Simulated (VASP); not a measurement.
## TaP2S2: single point with LDA

The system is TaP2S2, a sheet with vacuum.

```
CELL_PARAMETERS angstrom
3.29251 0.00000 0.00000
-1.64626 2.85140 0.00000
0.00000 0.00000 38.42128
ATOMIC_POSITIONS crystal
Ta 0.00000 0.00000 0.23576
P 0.33333 0.66667 0.34502
P 0.00000 0.00000 0.37685
S 0.66667 0.33333 0.19443
S 0.66667 0.33333 0.27642
```

```json
{
  "Program": "VASP 6.6.1",
  "Task": "single point",
  "Functional": "LDA",
  "Potentials or basis": "VASP PAW LDA potentials, release 64 (Ta_pv, P, S)",
  "Cutoff": "520 eV",
  "k mesh": "12 × 12 × 1",
  "Occupations": "gaussian, width 0.1 eV",
  "Spin": "no spin polarisation",
  "Dipole correction": "yes",
  "k mesh for the DOS": "18 × 18 × 1",
  "Occupations for the DOS": "tetrahedron",
  "Further INCAR settings": "ALGO = Normal; EDIFF = 1e-07; NBANDS = 24"
}
```

The valence electrons inside the program's atomic spheres are Ta 8.87; P 2.45, 2.46; S 3.71, 3.72.

Levels at points of the mesh, in eV from the Fermi level:
```
           k point  band 13  band 14  band 15  band 16  band 17  band 18  band 19  band 20
(0.00, 0.00, 0.00)    -1.18    -0.99    -0.99    -0.26     1.30     2.85     2.93     2.93
(0.50, 0.00, 0.00)    -2.86    -2.48    -1.26    -1.14    -0.29     1.26     2.54     3.74
```

It took 4.2 min on 1 thread of Intel(R) Xeon(R) 6975P-C (Granite Rapids) (shared host), peak memory 0.49 GiB.

Caveat: spin-orbit coupling is left out, which moves the levels of the heavy elements; an odd number of electrons without spin polarisation forces a metal; a magnetic or distorted state may lie lower.
